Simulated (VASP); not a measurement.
# Re (P6_3/mmc) in VASP: further runs, part 2 of 2

VASP 6.6.1.

### Step 4. Electric field gradients, PBE (volume scaled by 1.02)

Contents of INCAR:

```
ALGO     = Normal         # electronic algorithm
EDIFF    = 1E-8           # SCF threshold, eV
ENCUT    = 520            # plane-wave cutoff, eV
GGA      = PE             # functional
ISIF     = 2              # what is computed and relaxed
ISMEAR   = -1             # smearing method
LASPH    = True           # aspherical terms in the spheres
LCHARG   = False          # write CHGCAR
LEFG     = True         
LREAL    = False          # projectors in reciprocal space
LWAVE    = False          # write WAVECAR
NBANDS   = 14             # bands
NELM     = 60             # most SCF steps
PREC     = Accurate       # precision mode
SIGMA    = 0.05           # smearing width, eV
```

Contents of KPOINTS:

```
k-points
0
Gamma
  18 18 10
```

Contents of POSCAR:

```
Re
1.0
    2.6201393302      0.0000000000      0.0000000000
   -1.3100696651      2.2691072214      0.0000000000
    0.0000000000      0.0000000000      4.1895637172
Re
2
Direct
    0.3333333333      0.6666666667      0.2500000000
    0.6666666667      0.3333333333      0.7500000000
```

Potentials or basis: VASP PAW PBE potentials, release 64 (Re).

On the command line:

```console
cat potpaw_PBE.64/Re/POTCAR > POTCAR
mpirun -np 1 vasp_std > vasp.out
```

OUTCAR:

```text
EDIFF = 1E-8
   ENCUT = 520
   GGA = PE
   ISIF = 2
   ISMEAR = -1
   LASPH = True
   LREAL = False
   NELM = 60
   PREC = Accurate

 ion  position               nearest neighbor table
   1  0.333  0.667  0.250-   2 2.58   2 2.58   2 2.58   2 2.58   2 2.58   2 2.58
   2  0.667  0.333  0.750-   1 2.58   1 2.58   1 2.58   1 2.58   1 2.58   1 2.58

  LATTYP: Found a hexagonal cell.
 ALAT       =     2.6201393302
 C/A-ratio  =     1.5989850879

  Lattice vectors:

 A1 = (   2.6201393302,   0.0000000000,   0.0000000000)
 A2 = (  -1.3100696651,   2.2691072214,   0.0000000000)
 A3 = (   0.0000000000,   0.0000000000,   4.1895637172)

Analysis of symmetry for initial positions (statically):
=====================================================================
 Subroutine PRICEL returns:
 Original cell was already a primitive cell.

 Routine SETGRP: Setting up the symmetry group for a
[... 599 lines left out ...]
  energy-cutoff  :      520.00
  volume of cell :       24.91
      direct lattice vectors                 reciprocal lattice vectors
     2.620139330  0.000000000  0.000000000     0.381659093  0.220350980  0.000000000
    -1.310069665  2.269107221  0.000000000     0.000000000  0.440701960  0.000000000
     0.000000000  0.000000000  4.189563717     0.000000000  0.000000000  0.238688338

 POSITION                                       TOTAL-FORCE (eV/Angst)
 -----------------------------------------------------------------------------------
     -0.00000      1.51274      1.04739         0.000000      0.000000      0.000000
      1.31007      0.75637      3.14217        -0.000000      0.000000      0.000000
 -----------------------------------------------------------------------------------
    total drift:                                0.000000     -0.000000     -0.000000

  FREE ENERGIE OF THE ION-ELECTRON SYSTEM (eV)
  ---------------------------------------------------
  free  energy   TOTEN  =       -23.5237322179 eV

  energy  without entropy=      -23.5126304141  energy(sigma->0) =      -23.51818132

 Electric field gradients (V/A^2)
---------------------------------------------------------------------
 ion       V_xx      V_yy      V_zz      V_xy      V_xz      V_yz
---------------------------------------------------------------------
   1      53.605    53.605  -107.210     0.000     0.000    -0.000
   2      53.605    53.605  -107.210     0.000    -0.000     0.000
---------------------------------------------------------------------

 Electric field gradients after diagonalization (V/A^2)
 (convention: |V_zz| > |V_xx| > |V_yy|)
----------------------------------------------------------------------
 ion       V_xx      V_yy      V_zz     asymmetry (V_yy - V_xx)/ V_zz
----------------------------------------------------------------------
   1      53.605    53.605  -107.210       0.000
   2      53.605    53.605  -107.210       0.000
----------------------------------------------------------------------

           NMR quadrupolar parameters

 Cq : quadrupolar parameter    Cq=e*Q*V_zz/h
 eta: asymmetry parameters     (V_yy - V_xx)/ V_zz
 Q  : nuclear electric quadrupole moment in mb (millibarn)
----------------------------------------------------------------------
 ion       Cq(MHz)       eta       Q (mb)
----------------------------------------------------------------------
   1      -0.259       0.000       1.000
   2      -0.259       0.000       1.000
----------------------------------------------------------------------
```

OSZICAR:

```text
N       E                     dE             d eps       ncg     rms          rms(c)
DAV:   1     0.241999920905E+02    0.24200E+02   -0.69635E+03 12400   0.131E+03
DAV:   2    -0.236727848777E+02   -0.47873E+02   -0.42425E+02 10122   0.311E+02
DAV:   3    -0.246629682372E+02   -0.99018E+00   -0.97334E+00  9428   0.427E+01
DAV:   4    -0.246718509207E+02   -0.88827E-02   -0.88773E-02  9610   0.261E+00
DAV:   5    -0.246720087414E+02   -0.15782E-03   -0.15780E-03  9414   0.624E-01    0.585E+01
DAV:   6    -0.238926468850E+02    0.77936E+00   -0.32163E-01 10814   0.149E+01    0.297E+01
DAV:   7    -0.235295748211E+02    0.36307E+00   -0.38750E-01 10840   0.158E+01    0.352E-01
DAV:   8    -0.235245486066E+02    0.50262E-02   -0.51265E-03 10198   0.644E-01    0.236E-01
DAV:   9    -0.235237074214E+02    0.84119E-03   -0.45233E-04 10546   0.219E-01    0.422E-02
DAV:  10    -0.235237360905E+02   -0.28669E-04   -0.62631E-05 10180   0.839E-02    0.180E-02
DAV:  11    -0.235237324320E+02    0.36585E-05   -0.97127E-07 10570   0.169E-02    0.256E-03
DAV:  12    -0.235237321986E+02    0.23340E-06   -0.18159E-08  6800   0.354E-03    0.482E-04
DAV:  13    -0.235237322412E+02   -0.42609E-07   -0.52485E-09  5310   0.185E-03    0.623E-04
DAV:  14    -0.235237322307E+02    0.10528E-07   -0.34467E-09  4746   0.215E-03    0.187E-04
DAV:  15    -0.235237322201E+02    0.10636E-07   -0.27093E-09  4518   0.142E-03    0.971E-05
DAV:  16    -0.235237322179E+02    0.21869E-08   -0.16313E-09  4278   0.147E-03
   1 F= -.23523732E+02 E0= -.23518181E+02  d E =-.111018E-01
```

stdout:

```text
POSCAR found type information on POSCAR Re
 POSCAR found :  1 types and       2 ions
 scaLAPACK will be used
 LDA part: xc-table for (Slater+PW92), standard interpolation
 POSCAR, INCAR and KPOINTS ok, starting setup
 FFT: planning ... GRIDC
 FFT: planning ... GRID_SOFT
 FFT: planning ... GRID
 WAVECAR not read
 entering main loop
ion   1

ion   2
```

Run time: 46 s. Hardware: 1 thread of Intel Xeon 6975P-C (Granite Rapids), shared host; peak memory 0.19 GiB.

What came out:

```
Free energy            : -23.5237 eV
Pressure               : 101.0 GPa
Band gap on the k mesh : zero (band 7 reaches 12.23 eV, above the bottom of band 8 at 7.79 eV)
```

Levels at points of the mesh, in eV from the Fermi level:
```tsv
k point	band 3	band 4	band 5	band 6	band 7	band 8	band 9	band 10	band 11	band 12
(0.00, 0.00, 0.00)	-2.12	-2.12	-1.92	-0.99	-0.99	0.06	0.06	1.28	4.17	4.17
(0.50, 0.00, 0.00)	-6.56	-2.64	-1.72	-1.51	-0.59	4.97	5.71	5.72	7.72	8.79
(0.00, 0.00, 0.50)	-2.79	-2.79	-2.30	-2.30	-2.30	-2.30	3.24	3.24	3.24	3.24
(0.50, 0.00, 0.50)	-5.15	-5.15	0.37	0.37	1.41	1.41	5.40	5.40	6.06	6.06
```

Electric field gradients, principal values (V/Å²):
```
atom   least  middle  greatest (by size)
1 Re  53.605  53.605            -107.210
2 Re  53.605  53.605            -107.210
```

Caveat: without QUAD_EFG the Cq values of the log hold for a quadrupole moment of 1 mb, not for the nuclei; spin-orbit coupling is left out, which moves the levels of the heavy elements.

### Step 5. The runs side by side

| cell | gap on the mesh (eV) | pressure (GPa) |
| --- | --- | --- |
| a = 2.585, b = 2.585, c = 4.134 Å, angles 90.0, 90.0, 120.0°, 2 atoms | none | 134.3 |
| a = 2.603, b = 2.603, c = 4.162 Å, angles 90.0, 90.0, 120.0°, 2 atoms | none | 116.9 |
| a = 2.620, b = 2.620, c = 4.190 Å, angles 90.0, 90.0, 120.0°, 2 atoms | none | 101.0 |

Alike in all rows: task electric field gradients; level PBE; potentials or basis VASP PAW PBE potentials, release 64 (Re); no spin polarisation; k mesh 18 × 18 × 10; cutoff (eV) 520; smearing fermi-dirac 0.05 eV.

Caveats: spin-orbit coupling is left out, which moves the levels of the heavy elements.

Absolute energies hang on the potentials; compare differences alone.
